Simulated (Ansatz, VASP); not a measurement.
# B in VASP and in Ansatz

Contents of INCAR:

```
SYSTEM = B
ALGO = Normal ; EDIFF = 1E-7
EDIFFG = -0.005 ; ENCUT = 600
GGA = PE ; IBRION = 2
ISIF = 3 ; ISMEAR = -1
LASPH = .True. ; LCHARG = .False.
LREAL = .False. ; LWAVE = .False.
NELM = 60 ; NSW = 60
PREC = Accurate ; SIGMA = 0.05
```

The input KPOINTS:

```
k-points
0
Gamma
  18 18 18
  0 0 0
```

File POSCAR:

```
B
1.0
    0.0000000000      2.0103628793      2.0103628793
    2.0103628793      0.0000000000      2.0103628793
    2.0103628793      2.0103628793      0.0000000000
B
2
Direct
   -0.1250000000     -0.1250000000     -0.1250000000
    0.1250000000      0.1250000000      0.1250000000
```

Input for Ansatz:

```yaml
crystal:
  lattice:
    - [0.0, 2.0103628793, 2.0103628793]
    - [2.0103628793, 0.0, 2.0103628793]
    - [2.0103628793, 2.0103628793, 0.0]
  atoms:
    - { symbol: B, position: [-0.125, -0.125, -0.125] }
    - { symbol: B, position: [0.125, 0.125, 0.125] }
kpoints:
  mp_grid: { grid: [18, 18, 18] }
scf:
  occupations: { method: fermi_dirac, width: 0.05 }
hamiltonian:
  xc: pbe
  pseudopotentials: { kind: paw }
output:
  forces: true
  stress: true
relax:
  f_tol: 0.005
  max_steps: 40
  cell: {}
```

Alike in both runs: task relaxation of cell and atoms; functional PBE; k mesh 18 × 18 × 18; occupations fermi-dirac, width 0.05 eV; no spin polarisation.

|  | VASP | Ansatz |
| --- | --- | --- |
| version | VASP 6.6.1 | Ansatz 0.2.0 |
| potentials or method | VASP PAW PBE potentials, release 64 (B) | PAW with Ansatz's default frozen-core files, scalar-relativistic |
| plane-wave cutoff (eV) | 600 | 420 |
| valence electrons in the cell | 6 | 6 |

Ansatz gave:

| Quantity | Value |
| --- | --- |
| relaxed volume (Å³/atom) | 8.31 |
| relaxed cell length with the largest relative difference (Å) | 2.865 |

Question: Estimate VASP's values.

Answer: Relaxed volume (Å³/atom): 8.31; relaxed cell length with the largest relative difference (Å): 2.864.
